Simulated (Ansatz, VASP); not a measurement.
## Two plane-wave programs on BaO

File POSCAR:

```
BaO
1.0
    0.0000000000      2.7582533422      2.7582533422
    2.7582533422      0.0000000000      2.7582533422
    2.7582533422      2.7582533422      0.0000000000
Ba O
1 1
Direct
    0.0000000000      0.0000000000      0.0000000000
    0.5000000000      0.5000000000      0.5000000000
```

The input INCAR.step1:

```
ALGO = Normal ; EDIFF = 1E-5
ENCUT = 660 ; GGA = PE
GGA_COMPAT = False ; ISMEAR = 0
LASPH = True ; LCHARG = False
LREAL = False ; LWAVE = True
NBANDS = 15 ; NELM = 120
PREC = Accurate ; SIGMA = 0.01
```

INCAR.step2

```
ALGO = Normal ; EDIFF = 1E-6
ENCUT = 660 ; GGA_COMPAT = False
ISIF = 2 ; ISMEAR = 0
ISTART = 1 ; LASPH = True
LCHARG = False ; LMIXTAU = True
LREAL = False ; LWAVE = False
METAGGA = R2SCAN ; NBANDS = 15
NELM = 120 ; PREC = Accurate
SIGMA = 0.01
```

File KPOINTS:

```
k-points
0
Gamma
  8 8 8
```

Input for Ansatz:

```yaml
crystal:
  lattice:
    - [0.0, 2.75825334224, 2.75825334224]
    - [2.75825334224, 0.0, 2.75825334224]
    - [2.75825334224, 2.75825334224, 0.0]
  atoms:
    - { symbol: Ba, position: [0.0, 0.0, 0.0] }
    - { symbol: O, position: [0.5, 0.5, 0.5] }
kpoints:
  mp_grid: { grid: [8, 8, 8] }
scf:
  occupations: { method: fixed }
  convergence: { dr2_threshold: 1.0e-10 }
hamiltonian:
  xc: r2scan
  pseudopotentials: { kind: paw }
output:
  forces: true
  stress: true
  eigenstates:
    kpoints:
      - [0.0, 0.0, 0.0]
      - [0.0, -0.5, -0.5]
      - [-0.5, 0.0, -0.5]
      - [-0.5, -0.5, 0.0]
      - [-0.5, 0.0, 0.0]
      - [0.0, -0.5, 0.0]
      - [0.0, 0.0, -0.5]
      - [-0.5, -0.5, -0.5]
  eigenvalues: true
```

Alike in both runs: task single point; functional r2SCAN; k mesh 8 × 8 × 8; no spin polarisation.

|  | VASP | Ansatz |
| --- | --- | --- |
| version | VASP 6.6.1 | Ansatz 0.2.0 |
| potentials or method | VASP PAW PBE potentials, release 64 (Ba_sv, O) | PAW with Ansatz's default frozen-core files, scalar-relativistic |
| plane-wave cutoff (eV) | 660 | 500 |
| occupations | gaussian, width 0.01 eV | fixed |
| valence electrons in the cell | 16 | 16 |

```tsv
	VASP	Ansatz	Ansatz less VASP
gap on the k mesh at the Fermi level (eV)	2.27	2.33	+0.061
pressure (GPa)	2.9	1.2	-1.71
```

VASP's potentials were made for PBE, not for r2SCAN.

Neither program's run includes spin-orbit coupling.
